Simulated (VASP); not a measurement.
# SnPt3 (Pm-3m) in VASP: further runs

The runs below take SnPt3 through electric field gradients, with LDA.

Everything below comes from runs of VASP 6.6.1. Logs are shortened: lines on timing, memory, paths and dates and some standing lists are left out, and cuts for length are marked.

### Step 1. The cell of the first run

The structure is cubic, space group Pm-3m (No. 221). Conventional cell: a = 3.987 Å, b = 3.987 Å, c = 3.987 Å, α = 90.00°, β = 90.00°, γ = 90.00°. Sn (site symmetry m-3m) has 12 Pt at 2.82 Å within 3.7 Å. Pt (site symmetry 4/mmm) has 4 Sn at 2.82 Å and 8 Pt at 2.82 Å within 3.7 Å.

### Step 2. Electric field gradients, LDA (volume scaled by 0.99)

File INCAR:

```
SYSTEM = SnPt3
PREC = Accurate ; ENCUT = 400
EDIFF = 1E-8 ; ISMEAR = -1
SIGMA = 0.05 ; LREAL = .FALSE.
LASPH = .TRUE. ; NELM = 120
ALGO = Normal ; ISIF = 2
LWAVE = .FALSE. ; LCHARG = .FALSE.
GGA = CA ; LEFG = .TRUE.
NBANDS = 30 ; GGA_COMPAT = .FALSE.
```

File KPOINTS:

```
regular mesh
0
G
  8 8 8
  0 0 0
```

File POSCAR:

```
SnPt3
1.0
    3.9866219736      0.0000000000      0.0000000000
    0.0000000000      3.9866219736      0.0000000000
    0.0000000000      0.0000000000      3.9866219736
Sn Pt
1 3
Direct
    0.0000000000      0.0000000000      0.0000000000
    0.0000000000      0.5000000000      0.5000000000
    0.5000000000      0.0000000000      0.5000000000
    0.5000000000      0.5000000000      0.0000000000
```

Potentials or basis: VASP PAW LDA potentials, release 64 (Sn_d, Pt).

Launch:

```
cat potpaw_LDA.64/Sn_d/POTCAR potpaw_LDA.64/Pt/POTCAR > POTCAR
mpirun -np 1 vasp_std > vasp.out
```

OUTCAR:

```text
SYSTEM = SnPt3
   PREC = Accurate
   ENCUT = 400
   EDIFF = 1E-8
   ISMEAR = -1
   LREAL = .FALSE.
   LASPH = .TRUE.
   NELM = 120
   ISIF = 2
   GGA = CA

 ion  position               nearest neighbor table
   1  0.000  0.000  0.000-   2 2.82   3 2.82   4 2.82   2 2.82   3 2.82   2 2.82   4 2.82   2 2.82
                             3 2.82   4 2.82   3 2.82   4 2.82
   2  0.000  0.500  0.500-   1 2.82   3 2.82   4 2.82   1 2.82   4 2.82   1 2.82   3 2.82   1 2.82
                             3 2.82   4 2.82   4 2.82   3 2.82
   3  0.500  0.000  0.500-   1 2.82   2 2.82   4 2.82   1 2.82   4 2.82   2 2.82   4 2.82   4 2.82
                             1 2.82   2 2.82   1 2.82   2 2.82
   4  0.500  0.500  0.000-   1 2.82   2 2.82   3 2.82   2 2.82   3 2.82   1 2.82   3 2.82   3 2.82
                             1 2.82   2 2.82   2 2.82   1 2.82

  LATTYP: Found a simple cubic cell.
 ALAT       =     3.9866219736

  Lattice vectors:

 A1 = (   3.9866219736,   0.0000000000,   0.0000000000)
 A2 = (   0.0000000000,   3.9866219736,   0.0000000000)
 A3 = (   0.0000000000,   0.0000000000,   3.9866219736)

Analysis of symmetry for initial positions (statically):
=====================================================================
 Subroutine PRICEL returns:
 Original cell was already a primitive cell.

 Routine SETGRP: Setting up the symmetry group for a
 simple cubic supercell.

 Subroutine GETGRP returns: Found 48 space group operations
 (whereof 48 operations were pure point group operations)
 out of a pool of 48 trial point group operations.

The static configuration has the point symmetry O_h .

Analysis of symmetry for dynamics (positions and initial velocities):
=====================================================================
 Subroutine PRICEL returns:
 Original cell was already a primitive cell.

 Routine SETGRP: Setting up the symmetry group for a
 simple cubic supercell.

 Subroutine GETGRP returns: Found 48 space group operations
 (whereof 48 operations were pure point group operations)
 out of a pool of 48 trial point group operations.

The dynamic configuration has the point symmetry O_h .

 Subroutine INISYM returns: Found 48 space group operations
 (whereof 48 operations are pure point group operations),
 and found     1 'primitive' translations

----------------------------------------------------------------------------------------

                                     Primitive cell

  volume of cell :      63.3600

  direct lattice vectors                    reciprocal lattice vectors
     3.986621974  0.000000000  0.000000000     0.250838932  0.000000000  0.000000000
     0.000000000  3.986621974  0.000000000     0.000000000  0.250838932  0.000000000
     0.000000000  0.000000000  3.986621974     0.000000000  0.000000000  0.250838932

  length of vectors
     3.986621974  3.986621974  3.986621974     0.250838932  0.250838932  0.250838932

  position of ions in fractional coordinates (direct lattice)
     0.000000000  0.000000000  0.000000000
     0.000000000  0.500000000  0.500000000
     0.500000000  0.000000000  0.500000000
     0.500000000  0.500000000  0.000000000

  ion indices of the primitive-cell ions
   primitive index   ion index
                 1           1
                 2           2
                 3           3
                 4           4

----------------------------------------------------------------------------------------

 KPOINTS: regular mesh

Automatic generation of k-mesh.
 Grid dimensions read from file:
 generate k-points for:    8    8    8

 Generating k-lattice:

  Cartesian coordinates                     Fractional coordinates (reciprocal lattice)
     0.031354867  0.000000000  0.000000000     0.125000000  0.000000000  0.000000000
     0.000000000  0.031354867  0.000000000     0.000000000  0.125000000  0.000000000
     0.000000000  0.000000000  0.031354867     0.000000000  0.000000000  0.125000000

  Length of vectors
     0.031354867  0.031354867  0.031354867

  Shift w.r.t. Gamma in fractional coordinates (k-lattice)
     0.000000000  0.000000000  0.000000000

 Subroutine IBZKPT returns following result:
 ===========================================

 Found     35 irreducible k-points:

 Following reciprocal coordinates:
            Coordinates               Weight
  0.000000  0.000000  0.000000      1.000000
  0.125000  0.000000  0.000000      6.000000
  0.250000  0.000000  0.000000      6.000000
  0.375000  0.000000  0.000000      6.000000
  0.500000  0.000000  0.000000      3.000000
  0.125000  0.125000  0.000000     12.000000
[... 16 lines left out ...]
  0.375000  0.375000  0.125000     24.000000
  0.500000  0.375000  0.125000     24.000000
 [... further k-points ...]
   k-points           NKPTS =     35   k-points in BZ     NKDIM =     35   number of bands    NBANDS=     30
   number of dos      NEDOS =    301   number of ions     NIONS =      4
   total plane-waves  NPLWV =  21952
   dimension x,y,z NGX =    28 NGY =   28 NGZ =   28
   dimension x,y,z NGXF=    56 NGYF=   56 NGZF=   56
   ions per type =               1   3
   NGX,Y,Z   is equivalent  to a cutoff of  11.68, 11.68, 11.68 a.u.
   NGXF,Y,Z  is equivalent  to a cutoff of  23.35, 23.35, 23.35 a.u.
 SYSTEM =  SnPt3
   PREC   = accura    normal or accurate (medium, high low for compatibility)
   ISTART =      0    job   : 0-new  1-cont  2-samecut
   ICHARG =      2    charge: 1-file 2-atom 10-const
   ISPIN  =      1    spin polarized calculation?
   LNONCOLLINEAR =      F non collinear calculations
   LSORBIT =      F    spin-orbit coupling
   LASPH  =      T    aspherical Exc in radial PAW
   ENCUT  =  400.0 eV  29.40 Ry    5.42 a.u.   6.50  6.50  6.50*2*pi/ulx,y,z
   NELM   =    120;   NELMIN=  2; NELMDL= -5     # of ELM steps
   EDIFF  = 0.1E-07   stopping-criterion for ELM
   LREAL  =      F    real-space projection
   EDIFFG = 0.1E-06   stopping-criterion for IOM
   NSW    =      0    number of steps for IOM
   IBRION =     -1    ionic relax: 0-MD 1-quasi-New 2-CG
   NFREE  =      0    steps in history (QN), initial steepest desc. (CG)
   ISIF   =      2    stress and relaxation
   ISYM   =      2    0-nonsym 1-usesym 2-fastsym
   POTIM  = 0.5000    time-step for ionic-motion
   TEBEG  =    0.0;   TEEND  =   0.0 temperature during run
   PSTRESS=    0.0 pullay stress
   NELECT =      44.0000    total number of electrons
   NUPDOWN=      -1.0000    fix difference up-down
   EMIN   =  10.00;   EMAX   =-10.00  energy-range for DOS
   EFERMI =   0.00;   METHOD = LEGACY
   ISMEAR =    -1;   SIGMA  =   0.05  broadening in eV -4-tet -1-fermi 0-gaus
   EFERMI_NEDOS =   21; number of points for ismear=-14 and -15
   IALGO  =     38    algorithm
   IMIX   =      4    mixing-type and parameters
     AMIX     =   0.40;   BMIX     =  1.00
     AMIX_MAG =   1.60;   BMIX_MAG =  1.00
  volume/ion in A,a.u.               =      15.84       106.89
  Fermi-wavevector in a.u.,A,eV,Ry     =   1.449731  2.739594 28.595624  2.101719
  Thomas-Fermi vector in A             =   2.567424
   LORBIT       =      0    0 simple, 1 ext, 2 COOP (PROOUT), +10 PAW based schemes
   GGA     = CA    functional components
   LHFCALC =     F    Hartree Fock is set to
   AEXX    =    0.0000 exact exchange contribution
   IVDW    =     0    specifies the selected vdW correction
   LEPSILON=     F    determine dielectric tensor
   LRPA    =     F    only Hartree local field effects (RPA)
 non-spin polarized calculation
  energy-cutoff  :      400.00
  volume of cell :       63.36
 maximum number of plane-waves:      1189
 NGX is ok and might be reduce to    28
   NGX = 13   NGY = 13   NGZ = 13

 number of electron      44.0000008 magnetization

 Free energy of the ion-electron system (eV)
  ---------------------------------------------------
  ext. energy  EPLUGINS =         0.00000000
  ---------------------------------------------------
  free energy    TOTEN  =       -28.58796804 eV

  energy without entropy =      -28.57797331  energy(sigma->0) =      -28.58297068

 E-fermi :  12.0003     XC(G=0): -13.3869

 val. band max:       11.9757518737   @ k =   0.5000   0.3750   0.3750
 cond. band min:      12.0586455137   @ k =   0.5000   0.3750   0.3750
 fundamental gap:      0.0828936401
 Fermi energy:        12.0003156534

 k-point     1 :       0.0000    0.0000    0.0000
  band No.  band energies     occupation
      1      -9.9138      2.00000
      2      -9.9138      2.00000
      3      -9.8980      2.00000
      4      -9.8980      2.00000
      5      -9.8980      2.00000
      6      -0.1688      2.00000
[... 22 lines left out ...]
     29      19.7426      0.00000
     30      19.7426      0.00000

 k-point     2 :       0.1250    0.0000    0.0000
  band No.  band energies     occupation
      1      -9.9113      2.00000
      2      -9.9069      2.00000
      3      -9.8976      2.00000
      4      -9.8956      2.00000
      5      -9.8956      2.00000
      6       0.0088      2.00000
[... 22 lines left out ...]
     29      19.8568      0.00000
     30      20.6872      0.00000

 k-point     3 :       0.2500    0.0000    0.0000
  band No.  band energies     occupation
      1      -9.9052      2.00000
      2      -9.8965      2.00000
      3      -9.8903      2.00000
      4      -9.8899      2.00000
      5      -9.8899      2.00000
      6       0.5260      2.00000
[... 22 lines left out ...]
     29      19.4802      0.00000
     30      20.3632      0.00000

 k-point     4 :       0.3750    0.0000    0.0000
  band No.  band energies     occupation
      1      -9.8991      2.00000
      2      -9.8954      2.00000
      3      -9.8842      2.00000
      4      -9.8842      2.00000
      5      -9.8737      2.00000
      6       1.3103      2.00000
[... 616 lines left out ...]
     29      21.6386      0.00000
     30      21.8459      0.00000

 k-point    23 :       0.3750    0.3750    0.1250
  band No.  band energies     occupation
      1      -9.9049      2.00000
      2      -9.8884      2.00000
      3      -9.8878      2.00000
      4      -9.8771      2.00000
      5      -9.8499      2.00000
      6       2.4006      2.00000
[... 22 lines left out ...]
     29      21.3175      0.00000
     30      22.0652      0.00000

 k-point    24 :       0.5000    0.3750    0.1250
  band No.  band energies     occupation
      1      -9.9079      2.00000
      2      -9.8880      2.00000
      3      -9.8866      2.00000
      4      -9.8765      2.00000
      5      -9.8451      2.00000
      6       2.6531      2.00000
[... 22 lines left out ...]
     29      20.6458      0.00000
     30      22.1269      0.00000

 [... further k-points ...]

------------------------ aborting loop because EDIFF is reached ----------------------------------------

  FORCE on cell =-STRESS in cart. coord.  units (eV):
  Direction    XX          YY          ZZ          XY          YZ          ZX
  --------------------------------------------------------------------------------------
  -------------------------------------------------------------------------------------
  Total       -0.1949671     -0.1949671     -0.1949671      0.0000000      0.0000000     -0.0000000
  in kB       -4.9301122     -4.9301122     -4.9301122      0.0000000      0.0000000     -0.0000000
  external PRESSURE =      -4.9301122 kB  Pullay stress =       0.0000000 kB

 VOLUME and BASIS-vectors are now :
 -----------------------------------------------------------------------------
  energy-cutoff  :      400.00
  volume of cell :       63.36
      direct lattice vectors                 reciprocal lattice vectors
     3.986621974  0.000000000  0.000000000     0.250838932  0.000000000  0.000000000
     0.000000000  3.986621974  0.000000000     0.000000000  0.250838932  0.000000000
     0.000000000  0.000000000  3.986621974     0.000000000  0.000000000  0.250838932

 POSITION                                       TOTAL-FORCE (eV/Angst)
 -----------------------------------------------------------------------------------
      0.00000      0.00000      0.00000         0.000000      0.000000      0.000000
      0.00000      1.99331      1.99331         0.000000      0.000000      0.000000
      1.99331      0.00000      1.99331         0.000000      0.000000      0.000000
      1.99331      1.99331      0.00000         0.000000      0.000000      0.000000
 -----------------------------------------------------------------------------------
    total drift:                                0.000000      0.000000      0.000000

  FREE ENERGIE OF THE ION-ELECTRON SYSTEM (eV)
  ---------------------------------------------------
  free  energy   TOTEN  =       -28.5879680431 eV

  energy  without entropy=      -28.5779733089  energy(sigma->0) =      -28.58297068

 Electric field gradients (V/A^2)
---------------------------------------------------------------------
 ion       V_xx      V_yy      V_zz      V_xy      V_xz      V_yz
---------------------------------------------------------------------
   1       0.000    -0.000    -0.000     0.000    -0.000    -0.000
   2    -147.547    73.773    73.773     0.000    -0.000     0.000
   3      73.773  -147.547    73.773     0.000    -0.000     0.000
   4      73.773    73.773  -147.547    -0.000    -0.000     0.000
---------------------------------------------------------------------

 Electric field gradients after diagonalization (V/A^2)
 (convention: |V_zz| > |V_xx| > |V_yy|)
----------------------------------------------------------------------
 ion       V_xx      V_yy      V_zz     asymmetry (V_yy - V_xx)/ V_zz
----------------------------------------------------------------------
   1      -0.000     0.000    -0.000      -0.247
   2      73.773    73.773  -147.547       0.000
   3      73.773    73.773  -147.547       0.000
   4      73.773    73.773  -147.547       0.000
----------------------------------------------------------------------

           NMR quadrupolar parameters

 Cq : quadrupolar parameter    Cq=e*Q*V_zz/h
 eta: asymmetry parameters     (V_yy - V_xx)/ V_zz
 Q  : nuclear electric quadrupole moment in mb (millibarn)
----------------------------------------------------------------------
 ion       Cq(MHz)       eta       Q (mb)
----------------------------------------------------------------------
   1      -0.000      -0.247       1.000
   2      -0.357       0.000       1.000
   3      -0.357       0.000       1.000
   4      -0.357       0.000       1.000
----------------------------------------------------------------------
```

Run time: 54 s. Hardware: 1 thread of Intel Xeon 8259CL, shared host; peak memory 0.17 GiB.

Results:

```
Free energy            : -28.5880 eV
Pressure               : -0.5 GPa
Band gap on the k mesh : zero (band 22 reaches 12.15 eV, above the bottom of band 23 at 11.68 eV)
```

Electric field gradients, principal values (V/Å²):
| atom | least | middle | greatest (by size) |
| --- | --- | --- | --- |
| 1 Sn | 0.000 | 0.000 | 0.000 |
| 2 Pt | 73.773 | 73.773 | -147.547 |
| 3 Pt | 73.773 | 73.773 | -147.547 |
| 4 Pt | 73.773 | 73.773 | -147.547 |

Caveat: without QUAD_EFG the Cq values of the log hold for a quadrupole moment of 1 mb, not for the nuclei; spin-orbit coupling is left out, which moves the levels of the heavy elements.

(Continued in part 2 of 3.)
